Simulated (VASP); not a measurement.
# Nb3As2 (Pm-3m) in VASP: a series of runs

The runs below take Nb3As2 through single point, relaxation of cell and atoms, with PBE.

Program: VASP 6.6.1. These are calculated values, not measurements. Logs are shortened: lines on timing, memory, paths and dates and some standing lists are left out, and cuts for length are marked.

### Step 1. The cell of the first run

It takes space group Pm-3m (No. 221, cubic). Conventional cell: a = 4.752 Å, b = 4.752 Å, c = 4.752 Å, α = 90.00°, β = 90.00°, γ = 90.00°. Nb (site symmetry 4/mmm) has 2 As at 2.38 Å within 3.1 Å. As (site symmetry m-3m) has 6 Nb at 2.38 Å within 3.1 Å. As (site symmetry m-3m) has 12 Nb at 3.36 Å and 8 As at 4.12 Å within 4.4 Å.

The cell was built from a structure type or drawn by symmetry, and may not be a known phase.

### Step 2. Single point, PBE

Input file INCAR:

```
SYSTEM = Nb3As2
  PREC = Accurate
  ENCUT = 520
  EDIFF = 1E-6
  ISMEAR = 0
  SIGMA = 0.1
  LREAL = .False.
  LASPH = .True.
  NELM = 80
  ALGO = Fast
  ISIF = 2
  LWAVE = .False.
  LCHARG = .True.
  GGA = PE
  LELF = .True.
  LVHAR = .True.
  NBANDS = 32
```

Input file KPOINTS:

```
Automatic mesh
0
Gamma
  8 8 8
  0 0 0
```

Input file POSCAR:

```
Nb3As2
1.0
    4.7517795931      0.0000000000      0.0000000000
    0.0000000000      4.7517795931      0.0000000000
    0.0000000000      0.0000000000      4.7517795931
Nb As
3 2
Direct
    0.0000000000      0.5000000000      0.5000000000
    0.5000000000      0.0000000000      0.5000000000
    0.5000000000      0.5000000000      0.0000000000
    0.5000000000      0.5000000000      0.5000000000
    0.0000000000      0.0000000000      0.0000000000
```

Potentials or basis: VASP PAW PBE potentials, release 64 (Nb_sv, As).

The run is started by

```
$ cat potpaw_PBE.64/Nb_sv/POTCAR potpaw_PBE.64/As/POTCAR > POTCAR
$ mpirun -np 1 vasp_std > vasp.out
```

OUTCAR:

```text
SYSTEM = Nb3As2
   PREC = Accurate
   ENCUT = 520
   EDIFF = 1E-6
   ISMEAR = 0
   LREAL = .False.
   LASPH = .True.
   NELM = 80
   ISIF = 2
   GGA = PE

 ion  position               nearest neighbor table
   1  0.000  0.500  0.500-   4 2.38   4 2.38
   2  0.500  0.000  0.500-   4 2.38   4 2.38
   3  0.500  0.500  0.000-   4 2.38   4 2.38
   4  0.500  0.500  0.500-   1 2.38   2 2.38   3 2.38   3 2.38   2 2.38   1 2.38
   5  0.000  0.000  0.000-

  LATTYP: Found a simple cubic cell.
 ALAT       =     4.7517795931

  Lattice vectors:

 A1 = (   4.7517795931,   0.0000000000,   0.0000000000)
 A2 = (   0.0000000000,   4.7517795931,   0.0000000000)
 A3 = (   0.0000000000,   0.0000000000,   4.7517795931)

Analysis of symmetry for initial positions (statically):
=====================================================================
 Subroutine PRICEL returns:
 Original cell was already a primitive cell.

 Routine SETGRP: Setting up the symmetry group for a
 simple cubic supercell.

 Subroutine GETGRP returns: Found 48 space group operations
 (whereof 48 operations were pure point group operations)
 out of a pool of 48 trial point group operations.

The static configuration has the point symmetry O_h .

Analysis of symmetry for dynamics (positions and initial velocities):
=====================================================================
 Subroutine PRICEL returns:
 Original cell was already a primitive cell.

 Routine SETGRP: Setting up the symmetry group for a
 simple cubic supercell.

 Subroutine GETGRP returns: Found 48 space group operations
 (whereof 48 operations were pure point group operations)
 out of a pool of 48 trial point group operations.

The dynamic configuration has the point symmetry O_h .

 Subroutine INISYM returns: Found 48 space group operations
 (whereof 48 operations are pure point group operations),
 and found     1 'primitive' translations

----------------------------------------------------------------------------------------

                                     Primitive cell

  volume of cell :     107.2924

  direct lattice vectors                    reciprocal lattice vectors
     4.751779593  0.000000000  0.000000000     0.210447471  0.000000000  0.000000000
     0.000000000  4.751779593  0.000000000     0.000000000  0.210447471  0.000000000
     0.000000000  0.000000000  4.751779593     0.000000000  0.000000000  0.210447471

  length of vectors
     4.751779593  4.751779593  4.751779593     0.210447471  0.210447471  0.210447471

  position of ions in fractional coordinates (direct lattice)
     0.000000000  0.500000000  0.500000000
     0.500000000  0.000000000  0.500000000
     0.500000000  0.500000000  0.000000000
     0.500000000  0.500000000  0.500000000
     0.000000000  0.000000000  0.000000000

  ion indices of the primitive-cell ions
   primitive index   ion index
                 1           1
                 2           2
                 3           3
                 4           4
                 5           5

----------------------------------------------------------------------------------------

 KPOINTS: Automatic mesh

Automatic generation of k-mesh.
 Grid dimensions read from file:
 generate k-points for:    8    8    8

 Generating k-lattice:

  Cartesian coordinates                     Fractional coordinates (reciprocal lattice)
     0.026305934  0.000000000  0.000000000     0.125000000  0.000000000  0.000000000
     0.000000000  0.026305934  0.000000000     0.000000000  0.125000000  0.000000000
     0.000000000  0.000000000  0.026305934     0.000000000  0.000000000  0.125000000

  Length of vectors
     0.026305934  0.026305934  0.026305934

  Shift w.r.t. Gamma in fractional coordinates (k-lattice)
     0.000000000  0.000000000  0.000000000

 Subroutine IBZKPT returns following result:
 ===========================================

 Found     35 irreducible k-points:

 Following reciprocal coordinates:
            Coordinates               Weight
  0.000000  0.000000  0.000000      1.000000
  0.125000  0.000000  0.000000      6.000000
  0.250000  0.000000  0.000000      6.000000
  0.375000  0.000000  0.000000      6.000000
  0.500000  0.000000  0.000000      3.000000
  0.125000  0.125000  0.000000     12.000000
[... 16 lines left out ...]
  0.375000  0.375000  0.125000     24.000000
  0.500000  0.375000  0.125000     24.000000
 [... further k-points ...]
   k-points           NKPTS =     35   k-points in BZ     NKDIM =     35   number of bands    NBANDS=     32
   number of dos      NEDOS =    301   number of ions     NIONS =      5
   total plane-waves  NPLWV =  46656
   dimension x,y,z NGX =    36 NGY =   36 NGZ =   36
   dimension x,y,z NGXF=    72 NGYF=   72 NGZF=   72
   ions per type =               3   2
   NGX,Y,Z   is equivalent  to a cutoff of  12.59, 12.59, 12.59 a.u.
   NGXF,Y,Z  is equivalent  to a cutoff of  25.19, 25.19, 25.19 a.u.
 SYSTEM =  Nb3As2
   PREC   = accura    normal or accurate (medium, high low for compatibility)
   ISTART =      0    job   : 0-new  1-cont  2-samecut
   ICHARG =      2    charge: 1-file 2-atom 10-const
   ISPIN  =      1    spin polarized calculation?
   LNONCOLLINEAR =      F non collinear calculations
   LSORBIT =      F    spin-orbit coupling
   LASPH  =      T    aspherical Exc in radial PAW
   ENCUT  =  520.0 eV  38.22 Ry    6.18 a.u.   8.84  8.84  8.84*2*pi/ulx,y,z
   NELM   =     80;   NELMIN=  2; NELMDL= -5     # of ELM steps
   EDIFF  = 0.1E-05   stopping-criterion for ELM
   LREAL  =      F    real-space projection
[... 7 lines left out ...]
   TEBEG  =    0.0;   TEEND  =   0.0 temperature during run
   PSTRESS=    0.0 pullay stress
   NELECT =      49.0000    total number of electrons
   NUPDOWN=      -1.0000    fix difference up-down
   EMIN   =  10.00;   EMAX   =-10.00  energy-range for DOS
   EFERMI =   0.00;   METHOD = LEGACY
   ISMEAR =     0;   SIGMA  =   0.10  broadening in eV -4-tet -1-fermi 0-gaus
   EFERMI_NEDOS =   21; number of points for ismear=-14 and -15
   IALGO  =     68    algorithm
   IMIX   =      4    mixing-type and parameters
     AMIX     =   0.40;   BMIX     =  1.00
     AMIX_MAG =   1.60;   BMIX_MAG =  1.00
  volume/ion in A,a.u.               =      21.46       144.81
  Fermi-wavevector in a.u.,A,eV,Ry     =   1.260716  2.382408 21.625163  1.589405
  Thomas-Fermi vector in A             =   2.394212
   LORBIT       =      0    0 simple, 1 ext, 2 COOP (PROOUT), +10 PAW based schemes
   GGA     = PE    functional components
   LHFCALC =     F    Hartree Fock is set to
   AEXX    =    0.0000 exact exchange contribution
   IVDW    =     0    specifies the selected vdW correction
   LEPSILON=     F    determine dielectric tensor
   LRPA    =     F    only Hartree local field effects (RPA)
 non-spin polarized calculation
 RMM-DIIS sequential band-by-band and
 Gauss-broadening in eV      SIGMA  =   0.10
  energy-cutoff  :      520.00
  volume of cell :      107.29
 maximum number of plane-waves:      2945
 NGX is ok and might be reduce to    36
   NGX = 17   NGY = 17   NGZ = 17

 number of electron      49.0000008 magnetization

 Free energy of the ion-electron system (eV)
  ---------------------------------------------------
  ext. energy  EPLUGINS =         0.00000000
  ---------------------------------------------------
  free energy    TOTEN  =       -36.10751296 eV

  energy without entropy =      -36.08149609  energy(sigma->0) =      -36.09450452

 E-fermi :   7.7267     XC(G=0): -10.8931

 val. band max:        7.6984260547   @ k =   0.5000   0.0000   0.0000
 cond. band min:       7.7424451074   @ k =   0.3750   0.3750   0.2500
 fundamental gap:      0.0440190527
 Fermi energy:         7.7266717329

 k-point     1 :       0.0000    0.0000    0.0000
  band No.  band energies     occupation
      1     -47.5048      2.00000
      2     -47.4531      2.00000
      3     -47.4531      2.00000
      4     -23.7701      2.00000
      5     -23.7701      2.00000
      6     -23.7701      2.00000
[... 24 lines left out ...]
     31       8.5357      0.00000
     32      10.5301      0.00000

 k-point     2 :       0.1250    0.0000    0.0000
  band No.  band energies     occupation
      1     -47.5031      2.00000
      2     -47.4549      2.00000
      3     -47.4530      2.00000
      4     -23.7647      2.00000
      5     -23.7647      2.00000
      6     -23.7608      2.00000
[... 24 lines left out ...]
     31       9.2040      0.00000
     32      10.3998      0.00000

 k-point     3 :       0.2500    0.0000    0.0000
  band No.  band energies     occupation
      1     -47.4983      2.00000
      2     -47.4601      2.00000
      3     -47.4530      2.00000
      4     -23.7507      2.00000
      5     -23.7507      2.00000
      6     -23.7352      2.00000
[... 24 lines left out ...]
     31       9.8935      0.00000
     32      10.2827      0.00000

 k-point     4 :       0.3750    0.0000    0.0000
  band No.  band energies     occupation
      1     -47.4918      2.00000
      2     -47.4670      2.00000
      3     -47.4530      2.00000
      4     -23.7351      2.00000
      5     -23.7351      2.00000
      6     -23.7008      2.00000
[... 24 lines left out ...]
     31       9.9175      0.00000
     32      10.4707      0.00000

 k-point     5 :       0.5000    0.0000    0.0000
  band No.  band energies     occupation
      1     -47.4875      2.00000
      2     -47.4715      2.00000
      3     -47.4530      2.00000
      4     -23.7279      2.00000
      5     -23.7279      2.00000
      6     -23.6805      2.00000
[... 584 lines left out ...]
     31       9.9770      0.00000
     32      10.3922      0.00000

 k-point    22 :       0.5000    0.2500    0.1250
  band No.  band energies     occupation
      1     -47.4819      2.00000
      2     -47.4714      2.00000
      3     -47.4593      2.00000
      4     -23.8547      2.00000
      5     -23.6646      2.00000
      6     -23.6127      2.00000
[... 24 lines left out ...]
     31       9.9788      0.00000
     32      10.0642      0.00000

 k-point    23 :       0.3750    0.3750    0.1250
  band No.  band energies     occupation
      1     -47.4809      2.00000
      2     -47.4687      2.00000
      3     -47.4633      2.00000
      4     -23.8782      2.00000
      5     -23.6540      2.00000
      6     -23.6250      2.00000
[... 24 lines left out ...]
     31       9.9946      0.00000
     32      11.0373      0.00000

 k-point    24 :       0.5000    0.3750    0.1250
  band No.  band energies     occupation
      1     -47.4769      2.00000
      2     -47.4714      2.00000
      3     -47.4647      2.00000
      4     -23.8882      2.00000
      5     -23.6437      2.00000
      6     -23.6347      2.00000
[... 24 lines left out ...]
     31      10.0084      0.00000
     32      10.0766      0.00000

 [... further k-points ...]

------------------------ aborting loop because EDIFF is reached ----------------------------------------

  FORCE on cell =-STRESS in cart. coord.  units (eV):
  Direction    XX          YY          ZZ          XY          YZ          ZX
  --------------------------------------------------------------------------------------
  -------------------------------------------------------------------------------------
  Total        0.0897721      0.0897721      0.0897721      0.0000000     -0.0000000      0.0000000
  in kB        1.3405503      1.3405503      1.3405503      0.0000000     -0.0000000      0.0000000
  external PRESSURE =       1.3405503 kB  Pullay stress =       0.0000000 kB

 VOLUME and BASIS-vectors are now :
 -----------------------------------------------------------------------------
  energy-cutoff  :      520.00
  volume of cell :      107.29
      direct lattice vectors                 reciprocal lattice vectors
     4.751779593  0.000000000  0.000000000     0.210447471  0.000000000  0.000000000
     0.000000000  4.751779593  0.000000000     0.000000000  0.210447471  0.000000000
     0.000000000  0.000000000  4.751779593     0.000000000  0.000000000  0.210447471

 POSITION                                       TOTAL-FORCE (eV/Angst)
 -----------------------------------------------------------------------------------
      0.00000      2.37589      2.37589         0.000000      0.000000      0.000000
      2.37589      0.00000      2.37589         0.000000      0.000000      0.000000
      2.37589      2.37589      0.00000         0.000000      0.000000      0.000000
      2.37589      2.37589      2.37589         0.000000      0.000000      0.000000
      0.00000      0.00000      0.00000         0.000000      0.000000      0.000000
 -----------------------------------------------------------------------------------
    total drift:                                0.000000      0.000000      0.000000

  FREE ENERGIE OF THE ION-ELECTRON SYSTEM (eV)
  ---------------------------------------------------
  free  energy   TOTEN  =       -36.1075129554 eV

  energy  without entropy=      -36.0814960883  energy(sigma->0) =      -36.09450452
```

Run time: 2.2 min. Hardware: 1 thread of Intel Xeon 6975P-C (Granite Rapids), shared host; peak memory 0.26 GiB.

What came out:

```
Free energy            : -36.1075 eV
Pressure               : 0.1 GPa
Band gap on the k mesh : zero (an odd number of electrons rules out a gap without spin polarisation)
```

Levels at points of the mesh, in eV from the Fermi level:
| k point | band 22 | band 23 | band 24 | band 25 | band 26 | band 27 |
| --- | --- | --- | --- | --- | --- | --- |
| (0.00, 0.00, 0.00) | -1.88 | -0.90 | -0.46 | -0.46 | -0.46 | 0.68 |
| (0.50, 0.00, 0.00) | -0.72 | -0.13 | -0.03 | 0.12 | 0.12 | 0.24 |
| (0.50, 0.50, 0.00) | -0.90 | -0.31 | -0.31 | 0.23 | 0.67 | 0.69 |
| (0.50, 0.50, 0.50) | -0.61 | -0.61 | -0.39 | -0.39 | -0.39 | -0.07 |

### Step 3. Relaxation of cell and atoms, PBE

This run uses another cell than the first one, of 21.54 Å³/atom.

Input file INCAR:

```
PREC = Accurate
ENCUT = 600
EDIFF = 1E-7
ISMEAR = 0
SIGMA = 0.1
LREAL = F
LASPH = T
NELM = 80
ALGO = Fast
ISIF = 3
LWAVE = F
LCHARG = F
GGA = PE
IBRION = 2
NSW = 100
EDIFFG = -0.01
```

Input file KPOINTS:

```
regular mesh
0
Gamma
  8 8 8
```

POSCAR: that of step 2 with these lines changed.

```diff
@@ -2,5 +2,5 @@
 1.0
-    4.7517795931      0.0000000000      0.0000000000
-    0.0000000000      4.7517795931      0.0000000000
-    0.0000000000      0.0000000000      4.7517795931
+    4.7576523193      0.0000000000      0.0000000000
+    0.0000000000      4.7576523193      0.0000000000
+    0.0000000000      0.0000000000      4.7576523193
 Nb As
```

Potentials or basis: VASP PAW PBE potentials, release 64 (Nb_sv, As).

The run is started by

```
$ cat potpaw_PBE.64/Nb_sv/POTCAR potpaw_PBE.64/As/POTCAR > POTCAR
$ mpirun -np 1 vasp_std > vasp.out
```

Run time: 6.9 min. Hardware: 1 thread of Intel Xeon 6975P-C (Granite Rapids), shared host; peak memory 0.34 GiB.

Results (log left out):

| Quantity | Value |
| --- | --- |
| Free energy | -36.1073 eV |
| Relaxed volume | 21.48 Å³/atom |
| Relaxed cell | a = 4.754 Å, b = 4.754 Å, c = 4.754 Å, α = 90.00°, β = 90.00°, γ = 90.00° |
| Space group after relaxing (to 0.1 Å) | Pm-3m (No. 221) |
| Energy gained by relaxing | 0.0 meV/atom |
| Ionic steps | 3 |
| Pressure after relaxing | 0.0 GPa |
| Band gap on the k mesh | zero (an odd number of electrons rules out a gap without spin polarisation) |

The path:
| step | energy change (eV) | largest force (eV/Å) | pressure (GPa) | volume (Å³) |
| --- | --- | --- | --- | --- |
| 1 | 0.0000 | 0.0000 | -0.28 | 107.69 |
| 2 | 0.0001 | 0.0000 | 0.34 | 107.11 |
| 3 | -0.0002 | 0.0000 | 0.01 | 107.42 |

Final structure:
```
Nb As
1.0
     4.75371    0.00000    0.00000
     0.00000    4.75371    0.00000
     0.00000    0.00000    4.75371
Nb As
3 2
Direct
  0.00000 0.50000 0.50000
  0.50000 0.00000 0.50000
  0.50000 0.50000 0.00000
  0.50000 0.50000 0.50000
  0.00000 0.00000 0.00000
```

Levels at points of the mesh, in eV from the Fermi level:
```csv
k point,band 21,band 22,band 23,band 24,band 25,band 26,band 27,band 28
"(0.00, 0.00, 0.00)",-1.87,-1.87,-0.90,-0.47,-0.47,-0.47,0.68,0.69
"(0.50, 0.00, 0.00)",-2.18,-0.72,-0.13,-0.03,0.13,0.13,0.24,0.73
"(0.50, 0.50, 0.00)",-0.89,-0.89,-0.31,-0.31,0.23,0.67,0.69,0.98
"(0.50, 0.50, 0.50)",-0.61,-0.61,-0.61,-0.39,-0.39,-0.39,-0.07,1.39
```
